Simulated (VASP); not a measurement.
# MnSi15 (F-43m) in VASP: single point with PBEsol+U

Aim: the single point of MnSi15 with PBEsol+U.

Program: VASP 6.6.1. These are calculated values, not measurements. Logs are shortened: lines on timing, memory, paths and dates and some standing lists are left out, and cuts for length are marked.

### Step 1. The cell of the first run

The structure is cubic, space group F-43m (No. 216). Conventional cell: a = 10.874 Å, b = 10.874 Å, c = 10.874 Å, α = 90.00°, β = 90.00°, γ = 90.00°. Within 3.2 Å of Mn (site symmetry -43m) lie 4 Si at 2.43 Å. Si (site symmetry 2mm) has 4 Si at 2.33 to 2.35 Å within 3.1 Å. Within 3.1 Å of Si (site symmetry -43m) lie 4 Si at 2.35 Å. Si (site symmetry 3m) has 3 Si at 2.33 Å and 1 Mn at 2.43 Å within 3.1 Å. Within 3.1 Å of Si (site symmetry 3m) lie 4 Si at 2.35 Å.

### Step 2. Single point, PBEsol+U, collinear spin, ferromagnetic start

INCAR

```
  PREC = Accurate
  ENCUT = 520
  EDIFF = 1E-6
  ISMEAR = 0
  SIGMA = 0.05
  LREAL = Auto
  LASPH = T
  NELM = 150
  ALGO = Normal
  ISIF = 2
  LWAVE = F
  LCHARG = F
  ISPIN = 2
  MAGMOM = 3 0 0 0 0 0 0 0 0 0 0 0 0 0 0 0
  LORBIT = 11
  LMAXMIX = 4
  LDAU = T
  LDAUTYPE = 2
  LDAUL = 2 -1
  LDAUU = 3.5 0
  LDAUJ = 0 0
  LDAUPRINT = 1
  GGA = PS
  NBANDS = 54
```

KPOINTS

```
Automatic mesh
0
Gamma
  3 3 3
```

POSCAR

```
MnSi15
1.0
    0.0000000000      5.4370000000      5.4370000000
    5.4370000000      0.0000000000      5.4370000000
    5.4370000000      5.4370000000      0.0000000000
Mn Si
1 15
Direct
    0.0000000000      0.0000000000      0.0000000000
   -0.0003843790     -0.0003843790      0.5003843790
   -0.0003843790      0.5003843790     -0.0003843790
   -0.0003843790      0.5003843790      0.5003843790
    0.5003843790     -0.0003843790     -0.0003843790
    0.5003843790     -0.0003843790      0.5003843790
    0.5003843790      0.5003843790     -0.0003843790
    0.5000000000      0.5000000000      0.5000000000
    0.1288894793      0.1288894793      0.1288894793
    0.1288894793      0.1288894793      0.6133315620
    0.1288894793      0.6133315620      0.1288894793
    0.1256551594      0.6247816135      0.6247816135
    0.6133315620      0.1288894793      0.1288894793
    0.6247816135      0.1256551594      0.6247816135
    0.6247816135      0.6247816135      0.1256551594
    0.6247816135      0.6247816135      0.6247816135
```

Potentials or basis: VASP PAW PBE potentials, release 64 (Mn_pv, Si).

The run is started by

```bash
$ cat potpaw_PBE.64/Mn_pv/POTCAR potpaw_PBE.64/Si/POTCAR > POTCAR
$ mpirun -np 1 vasp_std > vasp.out
```

OUTCAR:

```text
PREC = Accurate
   ENCUT = 520
   EDIFF = 1E-6
   ISMEAR = 0
   LREAL = Auto
   LASPH = T
   NELM = 150
   ISIF = 2
   ISPIN = 2
   LORBIT = 11
   GGA = PS

 ion  position               nearest neighbor table
   1  0.000  0.000  0.000-   9 2.43  10 2.43  11 2.43  13 2.43
   2  1.000  1.000  0.500-  10 2.33   9 2.33  12 2.35  14 2.35
   3  1.000  0.500  1.000-  11 2.33   9 2.33  12 2.35  15 2.35
   4  1.000  0.500  0.500-  10 2.33  11 2.33  12 2.35  16 2.35
   5  0.500  1.000  1.000-  13 2.33   9 2.33  14 2.35  15 2.35
   6  0.500  1.000  0.500-  10 2.33  13 2.33  14 2.35  16 2.35
[... 8 lines left out ...]
  15  0.625  0.625  0.126-   8 2.35   7 2.35   3 2.35   5 2.35
  16  0.625  0.625  0.625-   8 2.35   6 2.35   7 2.35   4 2.35

  LATTYP: Found a face centered cubic cell.
 ALAT       =    10.8740000000

  Lattice vectors:

 A1 = (   0.0000000000,   5.4370000000,   5.4370000000)
 A2 = (   5.4370000000,   0.0000000000,   5.4370000000)
 A3 = (   5.4370000000,   5.4370000000,   0.0000000000)

Analysis of symmetry for initial positions (statically):
=====================================================================
 Subroutine PRICEL returns:
 Original cell was already a primitive cell.

 Routine SETGRP: Setting up the symmetry group for a
 face centered cubic supercell.

 Subroutine GETGRP returns: Found 24 space group operations
 (whereof 24 operations were pure point group operations)
 out of a pool of 48 trial point group operations.

The static configuration has the point symmetry T_d .

Analysis of symmetry for dynamics (positions and initial velocities):
=====================================================================
 Subroutine PRICEL returns:
 Original cell was already a primitive cell.

 Routine SETGRP: Setting up the symmetry group for a
 face centered cubic supercell.

 Subroutine GETGRP returns: Found 24 space group operations
 (whereof 24 operations were pure point group operations)
 out of a pool of 48 trial point group operations.

The dynamic configuration has the point symmetry T_d .

Analysis of structural, dynamic, and magnetic symmetry:
=====================================================================
 Subroutine PRICEL returns:
 Original cell was already a primitive cell.

 Routine SETGRP: Setting up the symmetry group for a
 face centered cubic supercell.

 Subroutine GETGRP returns: Found 24 space group operations
 (whereof 24 operations were pure point group operations)
 out of a pool of 48 trial point group operations.

The overall configuration has the point symmetry T_d .

 Subroutine INISYM returns: Found 24 space group operations
 (whereof 24 operations are pure point group operations),
 and found     1 'primitive' translations

----------------------------------------------------------------------------------------

                                     Primitive cell

  volume of cell :     321.4460

  direct lattice vectors                    reciprocal lattice vectors
     0.000000000  5.437000000  5.437000000    -0.091962479  0.091962479  0.091962479
     5.437000000  0.000000000  5.437000000     0.091962479 -0.091962479  0.091962479
     5.437000000  5.437000000  0.000000000     0.091962479  0.091962479 -0.091962479

  length of vectors
     7.689079139  7.689079139  7.689079139     0.159283687  0.159283687  0.159283687

  position of ions in fractional coordinates (direct lattice)
     0.000000000  0.000000000  0.000000000
     0.999615621  0.999615621  0.500384379
     0.999615621  0.500384379  0.999615621
     0.999615621  0.500384379  0.500384379
     0.500384379  0.999615621  0.999615621
     0.500384379  0.999615621  0.500384379
[... 8 lines left out ...]
     0.624781613  0.624781613  0.125655159
     0.624781613  0.624781613  0.624781613

  ion indices of the primitive-cell ions
   primitive index   ion index
[... 97 lines left out ...]
   LHFCALC =     F    Hartree Fock is set to
   AEXX    =    0.0000 exact exchange contribution
   IVDW    =     0    specifies the selected vdW correction
   LEPSILON=     F    determine dielectric tensor
   LRPA    =     F    only Hartree local field effects (RPA)
 spin polarized calculation
 Gauss-broadening in eV      SIGMA  =   0.05
  energy-cutoff  :      520.00
  volume of cell :      321.45
 maximum number of plane-waves:      8682
 NGX is ok and might be reduce to    60
   NGX = 29   NGY = 29   NGZ = 29

atom =   1  type =  1  l = 2

 onsite density matrix

spin component  1

  0.8788 -0.0000  0.0000  0.0000  0.0000
 -0.0000  0.8788  0.0000  0.0000  0.0000
  0.0000  0.0000  0.9067  0.0000 -0.0000
  0.0000  0.0000  0.0000  0.8788  0.0000
  0.0000  0.0000 -0.0000  0.0000  0.9067

spin component  2

  0.1511 -0.0000 -0.0000  0.0000 -0.0000
 -0.0000  0.1511 -0.0000 -0.0000 -0.0000
 -0.0000 -0.0000  0.0209 -0.0000  0.0000
  0.0000 -0.0000 -0.0000  0.1511  0.0000
 -0.0000 -0.0000  0.0000  0.0000  0.0209

 occupancies and eigenvectors

  o =  0.0209  v =  0.0000  0.0000  0.0000  0.0000  0.0000  0.0000  0.0000 -0.0030 -0.0000  1.0000      0.0000  0.0000  0.0000  0.0000  0.0000  0.0000  0.0000  0.0000  0.0000  0.0000
  o =  0.0209  v =  0.0000  0.0000  0.0000  0.0000  0.0000  0.0000 -0.0000  1.0000  0.0000  0.0030      0.0000  0.0000  0.0000  0.0000  0.0000  0.0000  0.0000  0.0000  0.0000  0.0000
  o =  0.1511  v =  0.0000  0.0000  0.0000  0.0000  0.0000  0.0000 -0.0825 -0.0000 -0.9966 -0.0000      0.0000  0.0000  0.0000  0.0000  0.0000  0.0000  0.0000  0.0000  0.0000  0.0000
  o =  0.1511  v =  0.0000  0.0000  0.0000  0.0000  0.0000  0.0000 -0.9966 -0.0000  0.0825 -0.0000      0.0000  0.0000  0.0000  0.0000  0.0000  0.0000  0.0000  0.0000  0.0000  0.0000
  o =  0.1511  v =  0.0000  0.0000  0.0000  0.0000  0.0000  1.0000  0.0000  0.0000  0.0000  0.0000      0.0000  0.0000  0.0000  0.0000  0.0000  0.0000  0.0000  0.0000  0.0000  0.0000
  o =  0.8788  v =  0.0000 -0.9952  0.0000  0.0975  0.0000  0.0000  0.0000  0.0000  0.0000  0.0000      0.0000  0.0000  0.0000  0.0000  0.0000  0.0000  0.0000  0.0000  0.0000  0.0000
  o =  0.8788  v =  0.0000 -0.0975 -0.0000 -0.9952 -0.0000  0.0000  0.0000  0.0000  0.0000  0.0000      0.0000  0.0000  0.0000  0.0000  0.0000  0.0000  0.0000  0.0000  0.0000  0.0000
  o =  0.8788  v =  1.0000  0.0000  0.0000  0.0000  0.0000  0.0000  0.0000  0.0000  0.0000  0.0000      0.0000  0.0000  0.0000  0.0000  0.0000  0.0000  0.0000  0.0000  0.0000  0.0000
  o =  0.9067  v =  0.0000  0.0000 -0.0000 -0.0000  1.0000  0.0000  0.0000  0.0000  0.0000  0.0000      0.0000  0.0000  0.0000  0.0000  0.0000  0.0000  0.0000  0.0000  0.0000  0.0000
  o =  0.9067  v =  0.0000 -0.0000 -1.0000  0.0000 -0.0000  0.0000  0.0000  0.0000  0.0000  0.0000      0.0000  0.0000  0.0000  0.0000  0.0000  0.0000  0.0000  0.0000  0.0000  0.0000

 number of electron      73.0000017 magnetization       3.8143314

 Free energy of the ion-electron system (eV)
  ---------------------------------------------------
  ext. energy  EPLUGINS =         0.00000000
  ---------------------------------------------------
  free energy    TOTEN  =       -91.35257370 eV

  energy without entropy =      -91.34024523  energy(sigma->0) =      -91.34640946

 E-fermi :   5.5002     XC(G=0):  -9.6010

 val. band max:        5.4927943199   @ k =   0.0000   0.0000   0.0000
 cond. band min:       5.5107442753   @ k =  -0.3333   0.3333   0.0000
 fundamental gap:      0.0179499554
 Fermi energy:         5.5001689756

 spin component 1

 k-point     1 :       0.0000    0.0000    0.0000
  band No.  band energies     occupation
      1     -44.3699      1.00000
      2     -44.3699      1.00000
      3     -44.3699      1.00000
      4      -6.2071      1.00000
      5      -4.0043      1.00000
      6      -4.0043      1.00000
[... 193 lines left out ...]
     47       9.0586      0.00000
     48       9.1033      0.00000
 Fermi energy:         5.5001689756

 spin component 2

 k-point     1 :       0.0000    0.0000    0.0000
  band No.  band energies     occupation
      1     -40.1853      1.00000
      2     -40.1853      1.00000
      3     -40.1853      1.00000
      4      -6.2135      1.00000
      5      -4.0094      1.00000
      6      -4.0094      1.00000
[... 193 lines left out ...]
     47       9.0915      0.00000
     48       9.1685      0.00000
 [bands above 48 left out]

------------------------ aborting loop because EDIFF is reached ----------------------------------------

  FORCE on cell =-STRESS in cart. coord.  units (eV):
  Direction    XX          YY          ZZ          XY          YZ          ZX
  --------------------------------------------------------------------------------------
  -------------------------------------------------------------------------------------
  Total        2.9159379      2.9159379      2.9159379     -0.0000000      0.0000000     -0.0000000
  in kB       14.5338562     14.5338562     14.5338562     -0.0000000      0.0000000     -0.0000000
  external PRESSURE =      14.5338562 kB  Pullay stress =       0.0000000 kB

 VOLUME and BASIS-vectors are now :
 -----------------------------------------------------------------------------
  energy-cutoff  :      520.00
  volume of cell :      321.45
      direct lattice vectors                 reciprocal lattice vectors
     0.000000000  5.437000000  5.437000000    -0.091962479  0.091962479  0.091962479
     5.437000000  0.000000000  5.437000000     0.091962479 -0.091962479  0.091962479
     5.437000000  5.437000000  0.000000000     0.091962479  0.091962479 -0.091962479

 POSITION                                       TOTAL-FORCE (eV/Angst)
 -----------------------------------------------------------------------------------
      0.00000      0.00000      0.00000        -0.000000     -0.000000     -0.000000
      8.15550      8.15550     10.86982        -0.000000     -0.000000     -0.015692
      8.15550     10.86982      8.15550        -0.000000     -0.015692     -0.000000
      5.44118      8.15550      8.15550         0.015692     -0.000000     -0.000000
     10.86982      8.15550      8.15550        -0.015692     -0.000000     -0.000000
      8.15550      5.44118      8.15550        -0.000000      0.015692     -0.000000
[... 8 lines left out ...]
      4.08012      4.08012      6.79388        -0.004732     -0.004732      0.004732
      6.79388      6.79388      6.79388         0.004732      0.004732      0.004732
 -----------------------------------------------------------------------------------
    total drift:                               -0.000000     -0.000000     -0.000001

  FREE ENERGIE OF THE ION-ELECTRON SYSTEM (eV)
  ---------------------------------------------------
  free  energy   TOTEN  =       -91.3525736972 eV

  energy  without entropy=      -91.3402452292  energy(sigma->0) =      -91.34640946

 total charge

# of ion       s       p       d       tot
------------------------------------------
    1        0.389   6.254   4.924  11.566
    2        0.755   0.933   0.000   1.688
    3        0.755   0.933   0.000   1.688
    4        0.755   0.933   0.000   1.688
    5        0.755   0.933   0.000   1.688
    6        0.755   0.933   0.000   1.688
[... 8 lines left out ...]
   15        0.753   0.935   0.000   1.688
   16        0.753   0.935   0.000   1.688
--------------------------------------------------
tot         11.786  20.257   4.924  36.968

 magnetization (x)

# of ion       s       p       d       tot
------------------------------------------
    1        0.041   0.016   3.946   4.003
    2        0.003   0.001   0.000   0.004
    3        0.003   0.001   0.000   0.004
    4        0.003   0.001   0.000   0.004
    5        0.003   0.001   0.000   0.004
    6        0.003   0.001   0.000   0.004
[... 8 lines left out ...]
   15       -0.000   0.000   0.000   0.000
   16       -0.000   0.000   0.000   0.000
--------------------------------------------------
tot          0.027  -0.240   3.946   3.733
```

Wall time 8.7 min (1 thread of Intel Xeon Platinum 8375C at 2.90GHz (Ice Lake), shared host); peak memory 0.66 GiB.

Results:

- Free energy: -91.3526 eV
- Pressure: 1.5 GPa
- Largest force: 0.016 eV/Å
- Net moment: 3.81 μB per cell
- Site moments: Mn +4.00; Si +0.00, -0.07 (each value once) μB
- Valence electrons inside the program's atomic spheres: Mn 11.57; Si 1.69, 1.71 (each value once)

Forces on the atoms (eV/Å):
```
Mn   0.000  0.000  0.000
Si   0.000  0.000 -0.016
Si   0.000 -0.016  0.000
Si   0.016  0.000  0.000
Si  -0.016  0.000  0.000
Si   0.000  0.016  0.000
Si   0.000  0.000  0.016
Si   0.000  0.000  0.000
Si  -0.009 -0.009 -0.009
Si   0.009  0.009 -0.009
Si   0.009 -0.009  0.009
Si   0.005 -0.005 -0.005
Si  -0.009  0.009  0.009
Si  -0.005  0.005 -0.005
Si  -0.005 -0.005  0.005
Si   0.005  0.005  0.005
```

Eigenvalues of the final occupation matrices:
| site | spin | trace | eigenvalues |
| --- | --- | --- | --- |
| site 1 d | 1 | 4.45 | 0.88 0.88 0.88 0.91 0.91 |
| site 1 d | 2 | 0.50 | 0.02 0.02 0.15 0.15 0.15 |

Caveat: the PAW data sets were made with another functional, which shifts forces and pressure a little; the U is typed as a test and isn't derived for this compound.
